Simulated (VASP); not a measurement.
## Ag16P: single point with PBE+D3(BJ)

The system is Ag16P, a slab with vacuum.

```xyz
17
Lattice="8.1800 0.0000 0.0000 0.0000 5.7841 0.0000 0.0000 0.0000 15.3381" Properties=species:S:1:pos:R:3 pbc="T T T"
Ag    2.0450    1.4460    1.0000
Ag    6.1350    1.4460    1.0000
Ag    2.0450    4.3381    1.0000
Ag    6.1350    4.3381    1.0000
Ag   -0.0634   -0.0081    2.3771
Ag    4.1518   -0.0072    2.3761
Ag   -0.0640    2.9028    2.3756
Ag    4.1529    2.9029    2.3757
Ag    2.0435    1.4499    3.6826
Ag    6.1332    1.4505    4.0490
Ag    2.0429    4.3419    3.8515
Ag    6.1327    4.3426    4.1289
Ag    0.0977   -0.0057    5.3296
Ag    3.9878   -0.0069    5.3302
Ag    0.0972    2.9077    5.3287
Ag    3.9883    2.9069    5.3294
P     2.0420    1.4512    6.1590
```

- Program: VASP 6.6.1
- Task: single point
- Functional: PBE
- Dispersion: D3(BJ)
- Potentials or basis: VASP PAW PBE potentials, release 64 (Ag, P)
- Cutoff: 520 eV
- k mesh: 2 × 3 × 1
- Occupations: gaussian, width 0.15 eV
- Spin: no spin polarisation

```json
{
  "Largest force": "0.171 eV/Å",
  "Band gap on the k mesh": "zero (an odd number of electrons rules out a gap without spin polarisation)",
  "Dispersion energy per atom": "-0.366 eV"
}
```

Forces in eV/Å, atoms in the order of the input:
```
Ag  -0.002  0.001 -0.148
Ag  -0.001  0.001  0.070
Ag  -0.002  0.000  0.171
Ag  -0.003  0.005 -0.077
Ag  -0.003 -0.001 -0.001
Ag   0.003 -0.005  0.001
Ag   0.001  0.002  0.003
Ag  -0.002  0.004  0.004
Ag   0.003 -0.001  0.015
Ag  -0.001 -0.003 -0.002
Ag   0.004 -0.001  0.008
Ag   0.001 -0.002 -0.005
Ag   0.012  0.003 -0.006
Ag  -0.012  0.007 -0.009
Ag   0.012 -0.004 -0.004
Ag  -0.012 -0.005 -0.007
P    0.003 -0.002 -0.013
```

Levels at points of the mesh, in eV from the Fermi level:
| k point | band 87 | band 88 | band 89 | band 90 | band 91 | band 92 | band 93 | band 94 |
| --- | --- | --- | --- | --- | --- | --- | --- | --- |
| (0.00, 0.00, 0.00) | -1.31 | -1.00 | -0.31 | -0.22 | -0.03 | 0.09 | 0.55 | 1.05 |
| (0.50, 0.00, 0.00) | -0.97 | -0.45 | -0.02 | 0.21 | 0.23 | 0.37 | 0.37 | 0.82 |

Wall time 11 min on 1 thread of Intel(R) Xeon(R) Platinum 8259CL CPU @ 2.50GHz (Skylake/Cascade Lake), on a shared host, peak memory 0.8 GiB.

Caveat: the k points lie up to 0.38 Å⁻¹ apart, too coarse for converged energies and pressures of a metal; there is no dipole correction, which matters where the two faces differ.
